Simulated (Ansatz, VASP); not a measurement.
# TePb: VASP beside Ansatz

Contents of INCAR:

```
  PREC = Accurate
  ENCUT = 520
  EDIFF = 1E-7
  ISMEAR = -1
  SIGMA = 0.1
  LREAL = False
  LASPH = True
  NELM = 100
  ALGO = Normal
  ISIF = 2
  LWAVE = False
  LCHARG = False
  GGA = PE
  NBANDS = 17
```

KPOINTS

```
regular mesh
0
Gamma
  11 11 11
```

The input POSCAR:

```
TePb
1.0
    3.9146072976      0.0000000000      0.0000000000
    0.0000000000      3.9146072976      0.0000000000
    0.0000000000      0.0000000000      3.9146072976
Pb Te
1 1
Direct
    0.0000000000      0.0000000000      0.0000000000
    0.5000000000      0.5000000000      0.5000000000
```

Input for Ansatz:

```yaml
crystal:
  lattice:
    - [3.9146072976, 0.0, 0.0]
    - [0.0, 3.9146072976, 0.0]
    - [0.0, 0.0, 3.9146072976]
  atoms:
    - { symbol: Pb, position: [0.0, 0.0, 0.0] }
    - { symbol: Te, position: [0.5, 0.5, 0.5] }
kpoints:
  mp_grid: { grid: [11, 11, 11] }
scf:
  occupations: { method: fermi_dirac, width: 0.1 }
hamiltonian:
  xc: pbe
  pseudopotentials: { kind: all_electron, lapw: { basis_error: 0.001 } }
output:
  forces: true
  stress: true
  eigenvalues: true
  populations: true
```

Change from the starting cell: volume scaled by 0.94, LAPW.

Alike in both runs: task single point; functional PBE; k mesh 11 × 11 × 11; occupations fermi-dirac, width 0.1 eV; no spin polarisation.

|  | VASP | Ansatz |
| --- | --- | --- |
| version | VASP 6.6.1 | Ansatz 0.2.0 |
| potentials or method | VASP PAW PBE potentials, release 64 (Pb_d, Te), cutoff 520 eV | all-electron LAPW, scalar-relativistic |

```csv
,VASP,Ansatz,Ansatz less VASP
pressure (GPa),2.9,2.9,+0.06
```

Ansatz ran all-electron here, and VASP with PAW potentials.

Neither program's run includes spin-orbit coupling.
